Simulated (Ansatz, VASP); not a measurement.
**Pd: VASP beside Ansatz**

INCAR

```
PREC = Accurate ; ENCUT = 520
EDIFF = 1E-7 ; ISMEAR = 0
SIGMA = 0.011 ; LREAL = False
LASPH = True ; NELM = 80
ALGO = Fast ; ISIF = 2
LWAVE = False ; LCHARG = False
GGA = PE ; NBANDS = 11
```

Contents of KPOINTS:

```
regular mesh
0
Gamma
  12 12 12
```

The input POSCAR:

```
Pd
1.0
   -1.5722810000      1.5722810000      1.5722810000
    1.5722810000     -1.5722810000      1.5722810000
    1.5722810000      1.5722810000     -1.5722810000
Pd
1
Direct
    0.0000000000      0.0000000000      0.0000000000
```

File input.yaml:

```yaml
crystal:
  lattice:
    - [-1.572281, 1.572281, 1.572281]
    - [1.572281, -1.572281, 1.572281]
    - [1.572281, 1.572281, -1.572281]
  atoms:
    - { symbol: Pd, position: [0.0, 0.0, 0.0] }
hamiltonian:
  xc: pbe
  pseudopotentials: { kind: paw }
kpoints:
  mp_grid: { grid: [12, 12, 12] }
scf:
  occupations: { method: gaussian, width: 0.011 }
output:
  forces: true
  stress: true
  eigenvalues: true
```

Alike in both runs: task single point; functional PBE; k mesh 12 × 12 × 12; occupations gaussian, width 0.011 eV; no spin polarisation.

```csv
,VASP,Ansatz
version,VASP 6.6.1,Ansatz 0.2.0
potentials or method,"VASP PAW PBE potentials, release 64 (Pd)",Ansatz PAW
plane-wave cutoff (eV),520,420
valence electrons in the cell,10,18
```

Ansatz gave:

| Item | Value |
| --- | --- |
| gap on the k mesh at the Fermi level (eV) | none |
| pressure (GPa) | -1.3 |

**Question.** Estimate VASP's values.

**Answer.** gap on the k mesh at the Fermi level (eV): none; pressure (GPa): -1.5.

A gap of «none» marks a metal or a gap that the smearing closes. VASP's potentials hold 10 valence electrons a cell and Ansatz's 18, so a difference there can come from the potentials and not from the codes.
